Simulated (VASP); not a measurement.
# TiN (Fm-3m) in VASP: single point with LDA

Aim: the single point of TiN with LDA.

Program: VASP 6.6.1. These are calculated values, not measurements. Logs are shortened: lines on timing, memory, paths and dates and some standing lists are left out, and cuts for length are marked.

## 1. The cell of the first run

The structure is cubic, space group Fm-3m (No. 225). Conventional cell: a = 4.173 Å, b = 4.173 Å, c = 4.173 Å, α = 90.00°, β = 90.00°, γ = 90.00°. Within 2.8 Å of Ti (site symmetry m-3m) lie 6 N at 2.09 Å. Within 2.8 Å of N (site symmetry m-3m) lie 6 Ti at 2.09 Å.

## 2. Single point, LDA

The input, INCAR:

```
  PREC = Accurate
  ENCUT = 1330
  EDIFF = 1E-6
  ISMEAR = 0
  SIGMA = 0.1
  LREAL = False
  LASPH = True
  NELM = 120
  ALGO = Normal
  ISIF = 2
  LWAVE = False
  LCHARG = False
  GGA = CA
  NBANDS = 16
  GGA_COMPAT = False
```

The input, KPOINTS:

```
regular mesh
0
Gamma
  8 8 8
```

The input, POSCAR:

```
TiN
1.0
    0.0000000000      2.0864398374      2.0864398374
    2.0864398374      0.0000000000      2.0864398374
    2.0864398374      2.0864398374      0.0000000000
Ti N
1 1
Direct
    0.0000000000      0.0000000000      0.0000000000
    0.5000000000      0.5000000000      0.5000000000
```

Potentials or basis: VASP PAW LDA potentials, release 64 (Ti_sv, N_h).

Launch:

```bash
$ cat potpaw_LDA.64/Ti_sv/POTCAR potpaw_LDA.64/N_h/POTCAR > POTCAR
$ mpirun -np 1 vasp_std > vasp.out
```

OUTCAR:

```text
PREC = Accurate
   ENCUT = 1330
   EDIFF = 1E-6
   ISMEAR = 0
   LREAL = False
   LASPH = True
   NELM = 120
   ISIF = 2
   GGA = CA

 ion  position               nearest neighbor table
   1  0.000  0.000  0.000-   2 2.09   2 2.09   2 2.09   2 2.09   2 2.09   2 2.09
   2  0.500  0.500  0.500-   1 2.09   1 2.09   1 2.09   1 2.09   1 2.09   1 2.09

  LATTYP: Found a face centered cubic cell.
 ALAT       =     4.1728796748

  Lattice vectors:

 A1 = (   0.0000000000,   2.0864398374,   2.0864398374)
 A2 = (   2.0864398374,   0.0000000000,   2.0864398374)
 A3 = (   2.0864398374,   2.0864398374,   0.0000000000)

Analysis of symmetry for initial positions (statically):
=====================================================================
 Subroutine PRICEL returns:
 Original cell was already a primitive cell.

 Routine SETGRP: Setting up the symmetry group for a
 face centered cubic supercell.

 Subroutine GETGRP returns: Found 48 space group operations
 (whereof 48 operations were pure point group operations)
 out of a pool of 48 trial point group operations.

The static configuration has the point symmetry O_h .

Analysis of symmetry for dynamics (positions and initial velocities):
=====================================================================
 Subroutine PRICEL returns:
 Original cell was already a primitive cell.

 Routine SETGRP: Setting up the symmetry group for a
 face centered cubic supercell.

 Subroutine GETGRP returns: Found 48 space group operations
 (whereof 48 operations were pure point group operations)
 out of a pool of 48 trial point group operations.

The dynamic configuration has the point symmetry O_h .

 Subroutine INISYM returns: Found 48 space group operations
 (whereof 48 operations are pure point group operations),
 and found     1 'primitive' translations

----------------------------------------------------------------------------------------

                                     Primitive cell

  volume of cell :      18.1655

  direct lattice vectors                    reciprocal lattice vectors
     0.000000000  2.086439837  2.086439837    -0.239642664  0.239642664  0.239642664
     2.086439837  0.000000000  2.086439837     0.239642664 -0.239642664  0.239642664
     2.086439837  2.086439837  0.000000000     0.239642664  0.239642664 -0.239642664

  length of vectors
     2.950671515  2.950671515  2.950671515     0.415073269  0.415073269  0.415073269

  position of ions in fractional coordinates (direct lattice)
     0.000000000  0.000000000  0.000000000
     0.500000000  0.500000000  0.500000000

  ion indices of the primitive-cell ions
   primitive index   ion index
                 1           1
                 2           2

----------------------------------------------------------------------------------------

 KPOINTS: regular mesh

Automatic generation of k-mesh.
 Grid dimensions read from file:
 generate k-points for:    8    8    8

 Generating k-lattice:

  Cartesian coordinates                     Fractional coordinates (reciprocal lattice)
    -0.029955333  0.029955333  0.029955333     0.125000000  0.000000000  0.000000000
     0.029955333 -0.029955333  0.029955333     0.000000000  0.125000000  0.000000000
     0.029955333  0.029955333 -0.029955333     0.000000000  0.000000000  0.125000000

  Length of vectors
     0.051884159  0.051884159  0.051884159

  Shift w.r.t. Gamma in fractional coordinates (k-lattice)
     0.000000000  0.000000000  0.000000000

 Subroutine IBZKPT returns following result:
 ===========================================

 Found     29 irreducible k-points:

 Following reciprocal coordinates:
            Coordinates               Weight
  0.000000  0.000000  0.000000      1.000000
  0.125000  0.000000  0.000000      8.000000
  0.250000  0.000000  0.000000      8.000000
  0.375000  0.000000  0.000000      8.000000
  0.500000  0.000000  0.000000      4.000000
  0.125000  0.125000  0.000000      6.000000
[... 16 lines left out ...]
  0.500000  0.250000  0.125000     48.000000
 -0.375000  0.250000  0.125000     24.000000
 [... further k-points ...]
   k-points           NKPTS =     29   k-points in BZ     NKDIM =     29   number of bands    NBANDS=     16
   number of dos      NEDOS =    301   number of ions     NIONS =      2
   total plane-waves  NPLWV =  46656
   dimension x,y,z NGX =    36 NGY =   36 NGZ =   36
   dimension x,y,z NGXF=    72 NGYF=   72 NGZF=   72
   ions per type =               1   1
   NGX,Y,Z   is equivalent  to a cutoff of  20.28, 20.28, 20.28 a.u.
   NGXF,Y,Z  is equivalent  to a cutoff of  40.57, 40.57, 40.57 a.u.
 SYSTEM =  unknown system
   PREC   = accura    normal or accurate (medium, high low for compatibility)
   ISTART =      0    job   : 0-new  1-cont  2-samecut
   ICHARG =      2    charge: 1-file 2-atom 10-const
   ISPIN  =      1    spin polarized calculation?
   LNONCOLLINEAR =      F non collinear calculations
   LSORBIT =      F    spin-orbit coupling
   LASPH  =      T    aspherical Exc in radial PAW
   ENCUT  = 1330.0 eV  97.75 Ry    9.89 a.u.   8.77  8.77  8.77*2*pi/ulx,y,z
   NELM   =    120;   NELMIN=  2; NELMDL= -5     # of ELM steps
   EDIFF  = 0.1E-05   stopping-criterion for ELM
   LREAL  =      F    real-space projection
   EDIFFG = 0.1E-04   stopping-criterion for IOM
   NSW    =      0    number of steps for IOM
   IBRION =     -1    ionic relax: 0-MD 1-quasi-New 2-CG
   NFREE  =      0    steps in history (QN), initial steepest desc. (CG)
   ISIF   =      2    stress and relaxation
   ISYM   =      2    0-nonsym 1-usesym 2-fastsym
   POTIM  = 0.5000    time-step for ionic-motion
   TEBEG  =    0.0;   TEEND  =   0.0 temperature during run
   PSTRESS=    0.0 pullay stress
   NELECT =      17.0000    total number of electrons
   NUPDOWN=      -1.0000    fix difference up-down
   EMIN   =  10.00;   EMAX   =-10.00  energy-range for DOS
   EFERMI =   0.00;   METHOD = LEGACY
   ISMEAR =     0;   SIGMA  =   0.10  broadening in eV -4-tet -1-fermi 0-gaus
   EFERMI_NEDOS =   21; number of points for ismear=-14 and -15
   IALGO  =     38    algorithm
   IMIX   =      4    mixing-type and parameters
     AMIX     =   0.40;   BMIX     =  1.00
     AMIX_MAG =   1.60;   BMIX_MAG =  1.00
  volume/ion in A,a.u.               =       9.08        61.29
  Fermi-wavevector in a.u.,A,eV,Ry     =   1.601309  3.026036 34.887951  2.564192
  Thomas-Fermi vector in A             =   2.698308
   LORBIT       =      0    0 simple, 1 ext, 2 COOP (PROOUT), +10 PAW based schemes
   GGA     = CA    functional components
   LHFCALC =     F    Hartree Fock is set to
   AEXX    =    0.0000 exact exchange contribution
   IVDW    =     0    specifies the selected vdW correction
   LEPSILON=     F    determine dielectric tensor
   LRPA    =     F    only Hartree local field effects (RPA)
 non-spin polarized calculation
 Gauss-broadening in eV      SIGMA  =   0.10
  energy-cutoff  :     1330.00
  volume of cell :       18.17
 maximum number of plane-waves:      2018
   NGX = 17   NGY = 17   NGZ = 17

 number of electron      17.0000000 magnetization

 Free energy of the ion-electron system (eV)
  ---------------------------------------------------
  ext. energy  EPLUGINS =         0.00000000
  ---------------------------------------------------
  free energy    TOTEN  =       -21.66596000 eV

  energy without entropy =      -21.65753414  energy(sigma->0) =      -21.66174707

 E-fermi :  12.2611     XC(G=0): -13.6606

 val. band max:       12.2542209402   @ k =   0.3750   0.1250   0.0000
 cond. band min:      12.2857486974   @ k =  -0.3750   0.3750   0.1250
 fundamental gap:      0.0315277571
 Fermi energy:        12.2610741431

 k-point     1 :       0.0000    0.0000    0.0000
  band No.  band energies     occupation
      1     -44.8206      2.00000
      2     -21.1370      2.00000
      3     -21.1370      2.00000
      4     -21.1370      2.00000
      5      -4.8888      2.00000
      6      10.1772      2.00000
[... 8 lines left out ...]
     15      25.5737      0.00000
     16      32.7164      0.00000

 k-point     2 :       0.1250    0.0000    0.0000
  band No.  band energies     occupation
      1     -44.8020      2.00000
      2     -21.2606      2.00000
      3     -21.1468      2.00000
      4     -21.1468      2.00000
      5      -4.5585      2.00000
      6       8.7474      2.00000
[... 8 lines left out ...]
     15      25.8057      0.00000
     16      32.2062      0.00000

 k-point     3 :       0.2500    0.0000    0.0000
  band No.  band energies     occupation
      1     -44.7569      2.00000
      2     -21.5493      2.00000
      3     -21.1705      2.00000
      4     -21.1705      2.00000
      5      -3.6954      2.00000
      6       6.5502      2.00000
[... 8 lines left out ...]
     15      25.5995      0.00000
     16      30.3574      0.00000

 k-point     4 :       0.3750    0.0000    0.0000
  band No.  band energies     occupation
      1     -44.7113      2.00000
      2     -21.8260      2.00000
      3     -21.1940      2.00000
      4     -21.1940      2.00000
      5      -2.6651      2.00000
      6       4.6795      2.00000
[... 8 lines left out ...]
     15      26.0115      0.00000
     16      28.1591      0.00000
[... 324 lines left out ...]
 k-point    22 :       0.3750    0.2500    0.1250
  band No.  band energies     occupation
      1     -44.7233      2.00000
      2     -21.6006      2.00000
      3     -21.3130      2.00000
      4     -21.2107      2.00000
      5      -3.3339      2.00000
      6       5.7014      2.00000
[... 8 lines left out ...]
     15      25.6810      0.00000
     16      27.9655      0.00000

 k-point    23 :       0.5000    0.2500    0.1250
  band No.  band energies     occupation
      1     -44.6868      2.00000
      2     -21.7445      2.00000
      3     -21.3846      2.00000
      4     -21.2479      2.00000
      5      -2.7759      2.00000
      6       5.1276      2.00000
[... 8 lines left out ...]
     15      25.3265      0.00000
     16      26.8369      0.00000

 k-point    24 :      -0.3750    0.2500    0.1250
  band No.  band energies     occupation
      1     -44.6715      2.00000
      2     -21.8067      2.00000
      3     -21.4028      2.00000
      4     -21.2711      2.00000
      5      -2.5333      2.00000
      6       4.8913      2.00000
[... 8 lines left out ...]
     15      25.5531      0.00000
     16      26.5739      0.00000

 [... further k-points ...]
[... 5 lines left out ...]
  --------------------------------------------------------------------------------------
  -------------------------------------------------------------------------------------
  Total        0.1016887      0.1016887      0.1016887      0.0000000     -0.0000000     -0.0000000
  in kB        8.9688292      8.9688292      8.9688292      0.0000000     -0.0000000     -0.0000000
  external PRESSURE =       8.9688292 kB  Pullay stress =       0.0000000 kB

 VOLUME and BASIS-vectors are now :
 -----------------------------------------------------------------------------
  energy-cutoff  :     1330.00
  volume of cell :       18.17
      direct lattice vectors                 reciprocal lattice vectors
     0.000000000  2.086439837  2.086439837    -0.239642664  0.239642664  0.239642664
     2.086439837  0.000000000  2.086439837     0.239642664 -0.239642664  0.239642664
     2.086439837  2.086439837  0.000000000     0.239642664  0.239642664 -0.239642664

 POSITION                                       TOTAL-FORCE (eV/Angst)
 -----------------------------------------------------------------------------------
      0.00000      0.00000      0.00000        -0.000000      0.000000      0.000000
      2.08644      2.08644      2.08644         0.000000     -0.000000     -0.000000
 -----------------------------------------------------------------------------------
    total drift:                                0.000000      0.000000      0.000000

  FREE ENERGIE OF THE ION-ELECTRON SYSTEM (eV)
  ---------------------------------------------------
  free  energy   TOTEN  =       -21.6659600011 eV

  energy  without entropy=      -21.6575341391  energy(sigma->0) =      -21.66174707
```

It took 24 s on 1 thread of AMD EPYC 7R13 (Zen 3), shared host; peak memory 0.17 GiB.

Results:

| Item | Value |
| --- | --- |
| Free energy | -21.6660 eV |
| Pressure | 0.9 GPa |
| Band gap on the k mesh | zero (an odd number of electrons rules out a gap without spin polarisation) |

Levels at points of the mesh, in eV from the Fermi level:
| k point | band 6 | band 7 | band 8 | band 9 | band 10 | band 11 | band 12 | band 13 |
| --- | --- | --- | --- | --- | --- | --- | --- | --- |
| (0.00, 0.00, 0.00) | -2.08 | -2.08 | -2.08 | -0.70 | -0.70 | -0.70 | 0.59 | 0.59 |
| (0.50, 0.00, 0.00) | -8.38 | -5.75 | -5.75 | 1.81 | 1.81 | 2.55 | 6.13 | 6.13 |
| (0.50, 0.50, 0.00) | -5.89 | -3.33 | -3.27 | -3.27 | 1.75 | 2.58 | 2.58 | 4.04 |

Caveat: an odd number of electrons without spin polarisation forces a metal; a magnetic or distorted state may lie lower.

The gap in the log of VASP goes by the Fermi energy; the results here count the filled bands.